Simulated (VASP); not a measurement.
Wanted: the native input for a VASP 6.6.1 run.

```
Task                   : single point
Functional             : PBEsol
Potentials or basis    : VASP PAW PBE potentials, release 64 (Hf_pv, O)
Cutoff                 : 520 eV
k mesh                 : 8 × 8 × 8
Occupations            : gaussian, width 0.05 eV
Spin                   : no spin polarisation
Dipole correction      : no
Further INCAR settings : ALGO = Normal; EDIFF = 1e-07; NBANDS = 18
```

The structure of HfO2 lies in POSCAR:

```
HfO2
1.0
    0.0000000000      2.5216944743      2.5216944743
    2.5216944743      0.0000000000      2.5216944743
    2.5216944743      2.5216944743      0.0000000000
Hf O
1 2
Direct
    0.0000000000      0.0000000000      0.0000000000
    0.2500000000      0.2500000000      0.2500000000
    0.7500000000      0.7500000000      0.7500000000
```

The input as run:

INCAR

```
SYSTEM = HfO2
PREC     = Accurate       ! precision mode
ENCUT    = 520            ! plane-wave cutoff, eV
EDIFF    = 1E-7           ! SCF threshold, eV
ISMEAR   = 0              ! smearing method
SIGMA    = 0.05           ! smearing width, eV
LREAL    = .FALSE.        ! projectors in reciprocal space
LASPH    = .TRUE.         ! aspherical terms in the spheres
NELM     = 100            ! most SCF steps
ALGO     = Normal         ! electronic algorithm
ISIF     = 2              ! what is computed and relaxed
LWAVE    = .FALSE.        ! write WAVECAR
LCHARG   = .FALSE.        ! write CHGCAR
GGA      = PS             ! functional
NBANDS   = 18             ! bands
```

KPOINTS

```
Automatic mesh
0
G
  8 8 8
  0 0 0
```

Potentials or basis: VASP PAW PBE potentials, release 64 (Hf_pv, O).

The run is started by

```bash
$ cat potpaw_PBE.64/Hf_pv/POTCAR potpaw_PBE.64/O/POTCAR > POTCAR
$ mpirun -np 1 vasp_std > vasp.out
```

Results of the run:

```
Pressure               : -3.7 GPa
Band gap on the k mesh : 3.71 eV, direct
```

Caveat: the PAW data sets were made with another functional, which shifts forces and pressure a little; spin-orbit coupling is left out, which moves the levels of the heavy elements.

It took 32 s on 1 thread of Intel Xeon 8259CL (shared host), peak memory 0.17 GiB.
